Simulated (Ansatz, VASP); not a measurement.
# One calculation of SnTe, two programs

The input INCAR:

```
PREC = Accurate
ENCUT = 520
EDIFF = 1E-8
ISMEAR = -1
SIGMA = 0.08
LREAL = F
LASPH = T
NELM = 80
ALGO = Normal
ISIF = 2
LWAVE = F
LCHARG = F
GGA = PE
LEFG = T
NBANDS = 17
```

Contents of KPOINTS:

```
regular mesh
0
Gamma
  11 11 11
```

POSCAR

```
SnTe
1.0
   -0.0631300000      3.1249350000      3.1249350000
    3.1249350000     -0.0631300000      3.1249350000
    3.1249350000      3.1249350000     -0.0631300000
Sn Te
1 1
Direct
    0.0000000000      0.0000000000      0.0000000000
    0.5000000000      0.5000000000      0.5000000000
```

Input for Ansatz:

```yaml
crystal:
  lattice:
    - [-0.06313, 3.124935, 3.124935]
    - [3.124935, -0.06313, 3.124935]
    - [3.124935, 3.124935, -0.06313]
  atoms:
    - { symbol: Sn, position: [0.0, 0.0, 0.0] }
    - { symbol: Te, position: [0.5, 0.5, 0.5] }
kpoints:
  mp_grid: { grid: [11, 11, 11] }
scf:
  occupations: { method: fermi_dirac, width: 0.08 }
hamiltonian:
  xc: pbe
  pseudopotentials: { kind: all_electron, datasets: crystal }
output:
  forces: true
  stress: true
  eigenvalues: true
  efg: { contact_densities: true }
```

Change from the starting cell: equal xy, yz and zx shear strains of -2 %, crystal datasets.

Alike in both runs: task electric field gradients; functional PBE; k mesh 11 × 11 × 11; occupations fermi-dirac, width 0.08 eV; no spin polarisation.

```csv
,VASP,Ansatz
version,VASP 6.6.1,Ansatz 0.2.0
potentials or method,"VASP PAW PBE potentials, release 64 (Sn_d, Te), cutoff 520 eV","all-electron PAW with datasets made for the crystal, scalar-relativistic"
```

|  | VASP | Ansatz | Ansatz less VASP |
| --- | --- | --- | --- |
| pressure (GPa) | 2.0 | 2.0 | +0.02 |
| traceless stress, the component that is largest in VASP (GPa) | 0.30 | 0.30 | 0.000 |
| size of Vzz on the site where it differs most (V/Å²) | 23.2 | 23.8 | +0.66 |

Ansatz ran all-electron here, and VASP with PAW potentials.

Spin-orbit coupling is off throughout.
